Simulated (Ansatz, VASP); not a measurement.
## Two plane-wave programs on Pb

The input INCAR:

```
PREC = Accurate ; ENCUT = 520
EDIFF = 1E-6 ; ISMEAR = 0
SIGMA = 0.05 ; LREAL = False
LASPH = True ; NELM = 60
ALGO = Normal ; ISIF = 2
LWAVE = False ; LCHARG = False
GGA = PS ; NBANDS = 13
```

The input KPOINTS:

```
regular mesh
0
Gamma
  16 16 16
```

Contents of POSCAR:

```
Pb
1.0
    0.0000000000      2.3622525827      2.3622525827
    2.3622525827      0.0000000000      2.3622525827
    2.3622525827      2.3622525827      0.0000000000
Pb
1
Direct
    0.0000000000      0.0000000000      0.0000000000
```

Input for Ansatz:

```yaml
crystal:
  lattice:
    - [0.0, 2.3622525827, 2.3622525827]
    - [2.3622525827, 0.0, 2.3622525827]
    - [2.3622525827, 2.3622525827, 0.0]
  atoms:
    - { symbol: Pb, position: [0.0, 0.0, 0.0] }
basis:
  ecutwfc: 420
  ecutrho_ratio: 4
kpoints:
  mp_grid: { grid: [16, 16, 16] }
hamiltonian:
  xc: pbesol
scf:
  occupations: { method: gaussian, width: 0.05 }
output:
  forces: true
  stress: true
  eigenvalues: true
```

Alike in both runs: task single point; functional PBEsol; k mesh 16 × 16 × 16; occupations gaussian, width 0.05 eV; no spin polarisation.

|  | VASP | Ansatz |
| --- | --- | --- |
| version | VASP 6.6.1 | Ansatz 0.2.0 |
| potentials or method | VASP PAW PBE potentials, release 64 (Pb_d), cutoff 520 eV | scalar-relativistic, plane waves, PAW |
| valence electrons in the cell | 14 | 14 |

|  | VASP | Ansatz | Ansatz less VASP |
| --- | --- | --- | --- |
| gap on the k mesh at the Fermi level (eV) | none | none | - |
| pressure (GPa) | 8.5 | 8.6 | +0.08 |

VASP's potentials were made for PBE, not for PBEsol. A gap of «none» marks a metal or a gap that the smearing closes. With one functional, cell and mesh, what is left measures potentials, basis and numerics.

Spin-orbit coupling is off throughout.
